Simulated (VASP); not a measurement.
A run of VASP 6.6.1:

Contents of INCAR:

```
SYSTEM = Sn2TeO
  ALGO = Normal
  EDIFF = 1E-6
  ENCUT = 520
  GGA = PE
  ISIF = 2
  ISMEAR = 0
  LASPH = .TRUE.
  LCHARG = .FALSE.
  LREAL = .FALSE.
  LWAVE = .FALSE.
  NBANDS = 28
  NELM = 100
  PREC = Accurate
  SIGMA = 0.1
```

Contents of KPOINTS:

```
k-points
0
G
  6 6 2
  0 0 0
```

The input POSCAR:

```
Sn2TeO
1.0
    3.2968226958      0.0000000000      0.0000000000
   -1.6484113479      2.8551322063      0.0000000000
    0.0000000000      0.0000000000     10.7292844460
Sn Te O
2 1 1
Direct
    0.0000000000      0.0000000000      0.8152075460
    0.0000000000      0.0000000000      0.1847924540
    0.0000000000      0.0000000000      0.5000000000
    0.0000000000      0.0000000000      0.0000000000
```

Potentials or basis: VASP PAW PBE potentials, release 64 (Sn_d, Te, O).

Command:

```console
$ cat potpaw_PBE.64/Sn_d/POTCAR potpaw_PBE.64/Te/POTCAR potpaw_PBE.64/O/POTCAR > POTCAR
$ mpirun -np 1 vasp_std > vasp.out
```

Hardware: 1 thread of Intel(R) Xeon(R) Platinum 8488C (Sapphire Rapids), with other jobs on the host.

Problem. Estimate the wall time of this run.

Solution. Wall time 53 s on 1 thread of Intel(R) Xeon(R) Platinum 8488C (Sapphire Rapids) (shared host), peak memory 0.24 GiB. Counts: scf iterations 16, k points 14.
